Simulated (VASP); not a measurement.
# Rh (Cmcm) in VASP: a series of runs

Rh is run at these levels: LDA; tasks: single point.

Program: VASP 6.6.1. These are calculated values, not measurements. Logs are shortened: lines on timing, memory, paths and dates and some standing lists are left out, and cuts for length are marked.

## 1. The cell of the first run

The structure is orthorhombic, space group Cmcm (No. 63). The conventional cell has a = 2.852 Å, b = 4.265 Å, c = 8.667 Å, α = 90.00°, β = 90.00°, γ = 90.00°. Rh (site symmetry 2/m) has 12 Rh at 2.57 to 2.85 Å within 3.4 Å. Within 3.4 Å of Rh (site symmetry m2m) lie 12 Rh at 2.57 to 2.85 Å.

## 2. Single point, LDA

INCAR reads:

```
SYSTEM = Rh
ALGO = Fast
EDIFF = 1E-6
ENCUT = 520
ISIF = 2
ISMEAR = 0
LASPH = .True.
LCHARG = .True.
LELF = .True.
LREAL = .False.
LVHAR = .True.
LWAVE = .False.
NBANDS = 38
NELM = 100
PREC = Accurate
SIGMA = 0.15
```

KPOINTS reads:

```
k-points
0
Gamma
  18 18 6
  0 0 0
```

POSCAR reads:

```
Rh
1.0
    2.8520348341      0.0000000000      0.0000000000
   -1.4260174171      2.1325709599      0.0000000000
    0.0000000000      0.0000000000      8.6668814394
Rh
4
Direct
    0.0000000000      0.0000000000      0.0000000000
    0.3333333333      0.6666666667      0.2500000000
    0.0000000000      0.0000000000      0.5000000000
    0.6666666667      0.3333333333      0.7500000000
```

Potentials or basis: VASP PAW LDA potentials, release 64 (Rh_pv).

Command:

```sh
$ cat potpaw_LDA.64/Rh_pv/POTCAR > POTCAR
$ mpirun -np 1 vasp_std > vasp.out
```

OUTCAR:

```text
SYSTEM = Rh
   EDIFF = 1E-6
   ENCUT = 520
   ISIF = 2
   ISMEAR = 0
   LASPH = .True.
   LREAL = .False.
   NELM = 100
   PREC = Accurate

 ion  position               nearest neighbor table
   1  0.000  0.000  0.000-   2 2.59   4 2.59   4 2.69   2 2.69   4 2.69   2 2.69
   2  0.333  0.667  0.250-   1 2.59   3 2.59   1 2.69   3 2.69   1 2.69   3 2.69
   3  0.000  0.000  0.500-   2 2.59   4 2.59   4 2.69   2 2.69   4 2.69   2 2.69
   4  0.667  0.333  0.750-   1 2.59   3 2.59   1 2.69   3 2.69   1 2.69   3 2.69

  Warning from LATTYP: Monoclinic adjustment (A1->A3, A2->A1, A3->A2)!
  LATTYP: Found a base centered orthorhombic cell.
 ALAT       =     2.8520348341
 B/A-ratio  =     1.4954732911
 C/A-ratio  =     3.0388413689

  Lattice vectors:

 A1 = (   1.4260174171,  -2.1325709599,   0.0000000000)
 A2 = (   1.4260174170,   2.1325709599,   0.0000000000)
 A3 = (   0.0000000000,   0.0000000000,   8.6668814394)

Analysis of symmetry for initial positions (statically):
=====================================================================
 Subroutine PRICEL returns:
 Original cell was already a primitive cell.

 Routine SETGRP: Setting up the symmetry group for a
 base centered orthorhombic supercell.

 Subroutine GETGRP returns: Found  8 space group operations
 (whereof  4 operations were pure point group operations)
 out of a pool of  8 trial point group operations.

The static configuration has the point symmetry C_2h.
 The point group associated with its full space group is D_2h.

Analysis of symmetry for dynamics (positions and initial velocities):
=====================================================================
 Subroutine PRICEL returns:
 Original cell was already a primitive cell.

 Routine SETGRP: Setting up the symmetry group for a
 base centered orthorhombic supercell.

 Subroutine GETGRP returns: Found  8 space group operations
 (whereof  4 operations were pure point group operations)
 out of a pool of  8 trial point group operations.

The dynamic configuration has the point symmetry C_2h.
 The point group associated with its full space group is D_2h.

 Subroutine INISYM returns: Found  8 space group operations
 (whereof  4 operations are pure point group operations),
 and found     1 'primitive' translations

----------------------------------------------------------------------------------------

                                     Primitive cell

  volume of cell :      52.7134

  direct lattice vectors                    reciprocal lattice vectors
     2.852034834  0.000000000  0.000000000     0.350626854  0.234458787  0.000000000
    -1.426017417  2.132570960  0.000000000     0.000000000  0.468917574  0.000000000
     0.000000000  0.000000000  8.666881439     0.000000000  0.000000000  0.115381756

  length of vectors
     2.852034834  2.565420935  8.666881439     0.421793923  0.468917574  0.115381756

  position of ions in fractional coordinates (direct lattice)
     0.000000000  0.000000000  0.000000000
     0.333333333  0.666666667  0.250000000
     0.000000000  0.000000000  0.500000000
     0.666666667  0.333333333  0.750000000

  ion indices of the primitive-cell ions
   primitive index   ion index
                 1           1
                 2           2
                 3           3
                 4           4

----------------------------------------------------------------------------------------

 KPOINTS: k-points

Automatic generation of k-mesh.
 Grid dimensions read from file:
 generate k-points for:   18   18    6

 Generating k-lattice:

  Cartesian coordinates                     Fractional coordinates (reciprocal lattice)
     0.019479270  0.013025488  0.000000000     0.055555556  0.000000000  0.000000000
     0.000000000  0.026050976  0.000000000     0.000000000  0.055555556  0.000000000
     0.000000000  0.000000000  0.019230293     0.000000000  0.000000000  0.166666667

  Length of vectors
     0.023432996  0.026050976  0.019230293

  Shift w.r.t. Gamma in fractional coordinates (k-lattice)
     0.000000000  0.000000000  0.000000000

 Subroutine IBZKPT returns following result:
 ===========================================

 Found    364 irreducible k-points:

 Following reciprocal coordinates:
            Coordinates               Weight
  0.000000  0.000000  0.000000      1.000000
  0.055556  0.000000  0.000000      4.000000
  0.111111  0.000000  0.000000      4.000000
  0.166667  0.000000  0.000000      4.000000
  0.222222  0.000000  0.000000      4.000000
  0.277778  0.000000  0.000000      4.000000
[... 16 lines left out ...]
 -0.333333  0.055556  0.000000      4.000000
 -0.277778  0.055556  0.000000      4.000000
 [... further k-points ...]
   k-points           NKPTS =    364   k-points in BZ     NKDIM =    364   number of bands    NBANDS=     38
   number of dos      NEDOS =    301   number of ions     NIONS =      4
   total plane-waves  NPLWV =  30720
   dimension x,y,z NGX =    24 NGY =   20 NGZ =   64
   dimension x,y,z NGXF=    48 NGYF=   40 NGZF=  128
   ions per type =               4
   NGX,Y,Z   is equivalent  to a cutoff of  13.99, 12.96, 12.28 a.u.
   NGXF,Y,Z  is equivalent  to a cutoff of  27.98, 25.92, 24.55 a.u.
 SYSTEM =  Rh
   PREC   = accura    normal or accurate (medium, high low for compatibility)
   ISTART =      0    job   : 0-new  1-cont  2-samecut
   ICHARG =      2    charge: 1-file 2-atom 10-const
   ISPIN  =      1    spin polarized calculation?
   LNONCOLLINEAR =      F non collinear calculations
   LSORBIT =      F    spin-orbit coupling
   LASPH  =      T    aspherical Exc in radial PAW
   ENCUT  =  520.0 eV  38.22 Ry    6.18 a.u.   5.30  4.77 16.11*2*pi/ulx,y,z
   NELM   =    100;   NELMIN=  2; NELMDL= -5     # of ELM steps
   EDIFF  = 0.1E-05   stopping-criterion for ELM
   LREAL  =      F    real-space projection
   EDIFFG = 0.1E-04   stopping-criterion for IOM
   NSW    =      0    number of steps for IOM
   IBRION =     -1    ionic relax: 0-MD 1-quasi-New 2-CG
   NFREE  =      0    steps in history (QN), initial steepest desc. (CG)
   ISIF   =      2    stress and relaxation
   ISYM   =      2    0-nonsym 1-usesym 2-fastsym
   POTIM  = 0.5000    time-step for ionic-motion
   TEBEG  =    0.0;   TEEND  =   0.0 temperature during run
   PSTRESS=    0.0 pullay stress
   NELECT =      60.0000    total number of electrons
   NUPDOWN=      -1.0000    fix difference up-down
   EMIN   =  10.00;   EMAX   =-10.00  energy-range for DOS
   EFERMI =   0.00;   METHOD = LEGACY
   ISMEAR =     0;   SIGMA  =   0.15  broadening in eV -4-tet -1-fermi 0-gaus
   EFERMI_NEDOS =   21; number of points for ismear=-14 and -15
   IALGO  =     68    algorithm
   IMIX   =      4    mixing-type and parameters
     AMIX     =   0.40;   BMIX     =  1.00
     AMIX_MAG =   1.60;   BMIX_MAG =  1.00
  volume/ion in A,a.u.               =      13.18        88.93
  Fermi-wavevector in a.u.,A,eV,Ry     =   1.709300  3.230108 39.752211  2.921705
  Thomas-Fermi vector in A             =   2.787809
   LORBIT       =      0    0 simple, 1 ext, 2 COOP (PROOUT), +10 PAW based schemes
   GGA     = CA    functional components
   LHFCALC =     F    Hartree Fock is set to
   AEXX    =    0.0000 exact exchange contribution
   IVDW    =     0    specifies the selected vdW correction
   LEPSILON=     F    determine dielectric tensor
   LRPA    =     F    only Hartree local field effects (RPA)
 non-spin polarized calculation
 RMM-DIIS sequential band-by-band and
 Gauss-broadening in eV      SIGMA  =   0.15
  energy-cutoff  :      520.00
  volume of cell :       52.71
 maximum number of plane-waves:      1456
 NGX is ok and might be reduce to    24
   NGX = 11   NGY =  9   NGZ = 33

 number of electron      60.0000013 magnetization

 Free energy of the ion-electron system (eV)
  ---------------------------------------------------
  ext. energy  EPLUGINS =         0.00000000
  ---------------------------------------------------
  free energy    TOTEN  =       -34.12232934 eV

  energy without entropy =      -34.05381124  energy(sigma->0) =      -34.08807029

 E-fermi :  12.5083     XC(G=0): -14.6102

 val. band max:       12.5081096972   @ k =  -0.1667   0.0556   0.1667
 cond. band min:      12.5094612751   @ k =   0.4444   0.2222   0.5000
 fundamental gap:      0.0013515779
 Fermi energy:        12.5082679034

 k-point     1 :       0.0000    0.0000    0.0000
  band No.  band energies     occupation
      1     -34.5871      2.00000
      2     -34.1783      2.00000
      3     -34.1496      2.00000
      4     -33.7892      2.00000
      5     -33.7625      2.00000
      6     -33.7498      2.00000
[... 30 lines left out ...]
     37      21.5009      0.00000
     38      27.0166      0.00000

 k-point     2 :       0.0556    0.0000    0.0000
  band No.  band energies     occupation
      1     -34.5797      2.00000
      2     -34.1801      2.00000
      3     -34.1507      2.00000
      4     -33.8045      2.00000
      5     -33.7779      2.00000
      6     -33.7536      2.00000
[... 30 lines left out ...]
     37      21.4787      0.00000
     38      27.1287      0.00000

 k-point     3 :       0.1111    0.0000    0.0000
  band No.  band energies     occupation
      1     -34.5582      2.00000
      2     -34.1874      2.00000
      3     -34.1556      2.00000
      4     -33.8653      2.00000
      5     -33.8057      2.00000
      6     -33.7807      2.00000
[... 30 lines left out ...]
     37      21.4171      0.00000
     38      27.3957      0.00000

 k-point     4 :       0.1667    0.0000    0.0000
  band No.  band energies     occupation
      1     -34.5254      2.00000
      2     -34.2070      2.00000
      3     -34.1693      2.00000
      4     -33.9596      2.00000
      5     -33.8787      2.00000
      6     -33.8438      2.00000
[... 30 lines left out ...]
     37      21.3315      0.00000
     38      27.4477      0.00000
[... 703 lines left out ...]
      4     -34.2429      2.00000
      5     -34.2330      2.00000
      6     -33.9950      2.00000
[... 30 lines left out ...]
     37      21.0376      0.00000
     38      22.2835      0.00000

 k-point    23 :      -0.3333    0.0556    0.0000
  band No.  band energies     occupation
      1     -34.4436      2.00000
      2     -34.3312      2.00000
      3     -34.2376      2.00000
      4     -34.2032      2.00000
      5     -34.1293      2.00000
      6     -33.9628      2.00000
[... 30 lines left out ...]
     37      21.2013      0.00000
     38      23.7639      0.00000

 k-point    24 :      -0.2778    0.0556    0.0000
  band No.  band energies     occupation
      1     -34.4679      2.00000
      2     -34.2605      2.00000
      3     -34.2062      2.00000
      4     -34.0910      2.00000
      5     -34.0089      2.00000
      6     -33.9163      2.00000
[... 30 lines left out ...]
     37      21.2295      0.00000
     38      25.5725      0.00000

 [... further k-points ...]
[... 5 lines left out ...]
  --------------------------------------------------------------------------------------
  -------------------------------------------------------------------------------------
  Total       -3.0787075     10.1089702      0.1561096     -0.0000000      0.0000000      0.0000000
  in kB      -93.5745689    307.2531362      4.7448125     -0.0000000      0.0000000      0.0000000
  external PRESSURE =      72.8077933 kB  Pullay stress =       0.0000000 kB

 VOLUME and BASIS-vectors are now :
 -----------------------------------------------------------------------------
  energy-cutoff  :      520.00
  volume of cell :       52.71
      direct lattice vectors                 reciprocal lattice vectors
     2.852034834  0.000000000  0.000000000     0.350626854  0.234458787  0.000000000
    -1.426017417  2.132570960  0.000000000     0.000000000  0.468917574  0.000000000
     0.000000000  0.000000000  8.666881439     0.000000000  0.000000000  0.115381756

 POSITION                                       TOTAL-FORCE (eV/Angst)
 -----------------------------------------------------------------------------------
      0.00000      0.00000      0.00000         0.000000      0.000000     -0.000000
     -0.00000      1.42171      2.16672        -0.000000      0.416519      0.000000
      0.00000      0.00000      4.33344         0.000000      0.000000     -0.000000
      1.42602      0.71086      6.50016         0.000000     -0.416519     -0.000000
 -----------------------------------------------------------------------------------
    total drift:                               -0.000000      0.000000     -0.000000

  FREE ENERGIE OF THE ION-ELECTRON SYSTEM (eV)
  ---------------------------------------------------
  free  energy   TOTEN  =       -34.1223293365 eV

  energy  without entropy=      -34.0538112354  energy(sigma->0) =      -34.08807029
```

Run time: 4 min. Hardware: 1 thread of Intel Xeon 6975P-C (Granite Rapids), shared host; peak memory 0.54 GiB.

What came out:

| Item | Value |
| --- | --- |
| Free energy | -34.1223 eV |
| Pressure | 7.3 GPa |
| Largest force | 0.417 eV/Å |
| Band gap on the k mesh | zero (band 30 reaches 13.74 eV, above the bottom of band 31 at 11.17 eV) |

Forces in eV/Å, atoms in the order of the input:
```
Rh   0.000  0.000  0.000
Rh   0.000  0.417  0.000
Rh   0.000  0.000  0.000
Rh   0.000 -0.417  0.000
```

Levels at points of the mesh, in eV from the Fermi level:
| k point | band 26 | band 27 | band 28 | band 29 | band 30 | band 31 | band 32 | band 33 | band 34 | band 35 |
| --- | --- | --- | --- | --- | --- | --- | --- | --- | --- | --- |
| (0.00, 0.00, 0.00) | -1.76 | -1.60 | -1.59 | -1.05 | -1.00 | -0.68 | -0.56 | 0.04 | 0.31 | 0.64 |
| (0.50, 0.00, 0.00) | 0.06 | 0.17 | 0.30 | 0.40 | 0.88 | 0.90 | 1.05 | 1.29 | 1.87 | 4.27 |
| (0.00, 0.50, 0.00) | 0.50 | 0.67 | 0.97 | 1.11 | 1.23 | 1.28 | 1.40 | 2.29 | 3.43 | 5.54 |
| (0.00, 0.00, 0.50) | -1.89 | -1.44 | -1.44 | -1.25 | -1.25 | -0.66 | -0.66 | -0.07 | -0.07 | 0.36 |
| (0.50, 0.00, 0.50) | -1.20 | 0.07 | 0.07 | 0.31 | 0.31 | 0.57 | 0.57 | 2.85 | 2.85 | 4.13 |
| (0.00, 0.50, 0.50) | -0.76 | -0.50 | -0.50 | 1.15 | 1.15 | 1.36 | 1.36 | 3.82 | 3.82 | 5.49 |

Caveat: the cell differs from its parent crystal (strain +e along x and -e along y +0.0733, strain +e along z and -e/2 along x and y +0.0000).

## 3. Single point, LDA

INCAR reads:

```
PREC = Accurate
ENCUT = 520
EDIFF = 1E-7
ISMEAR = 0
SIGMA = 0.15
LREAL = F
LASPH = T
NELM = 80
ALGO = Fast
ISIF = 2
LWAVE = F
LCHARG = F
GGA = CA
NBANDS = 38
```

KPOINTS reads:

```
regular mesh
0
Gamma
  18 18 6
```

POSCAR reads:

```
Rh
1.0
    2.2188102921      0.0000000000      0.0000000000
   -1.1094051460      2.4278216928      0.0000000000
    0.0000000000      0.0000000000      9.6202383977
Rh
4
Direct
    0.0000000000      0.0000000000      0.0000000000
    0.3333333333      0.6666666667      0.2500000000
    0.0000000000      0.0000000000      0.5000000000
    0.6666666667      0.3333333333      0.7500000000
```

Potentials or basis: VASP PAW LDA potentials, release 64 (Rh_pv).

Command:

```sh
$ cat potpaw_LDA.64/Rh_pv/POTCAR > POTCAR
$ mpirun -np 1 vasp_std > vasp.out
```

Wall time 15 min (1 thread of Oxide Virtual Turin-like, shared host); peak memory 0.5 GiB.

The run converged. Its results:

```
Free energy            : -30.7929 eV
Pressure               : 41.4 GPa
Largest force          : 0.349 eV/Å
Band gap on the k mesh : zero (band 30 reaches 14.36 eV, above the bottom of band 31 at 11.49 eV)
```

Forces on the atoms (eV/Å):
```
Rh   0.000  0.000  0.000
Rh   0.000 -0.349  0.000
Rh   0.000  0.000  0.000
Rh   0.000  0.349  0.000
```

Stress tensor (GPa, compression positive):
```
134.28   0.00   0.00
  0.00   3.67   0.00
  0.00   0.00 -13.73
```

Levels at points of the mesh, in eV from the Fermi level:
```
           k point  band 27  band 28  band 29  band 30  band 31  band 32  band 33  band 34
(0.00, 0.00, 0.00)    -0.73    -0.71    -0.70    -0.58    -0.55    -0.07     0.29     0.68
(0.50, 0.00, 0.00)     0.02     0.16     1.19     1.24     1.76     2.06     3.03     3.87
(0.00, 0.50, 0.00)     0.35     0.65     0.99     1.27     1.49     1.54     1.56     1.60
(0.00, 0.00, 0.50)    -0.69    -0.69    -0.61    -0.61    -0.31    -0.31     0.43     0.43
(0.50, 0.00, 0.50)    -0.44    -0.44     1.28     1.28     1.44     1.44     4.46     4.46
(0.00, 0.50, 0.50)     0.99     0.99     1.51     1.51     1.59     1.59     2.17     2.17
```

Caveat: the cell differs from its parent crystal (strain +e along x and -e along y -0.1100, strain +e along z and -e/2 along x and y +0.1100).
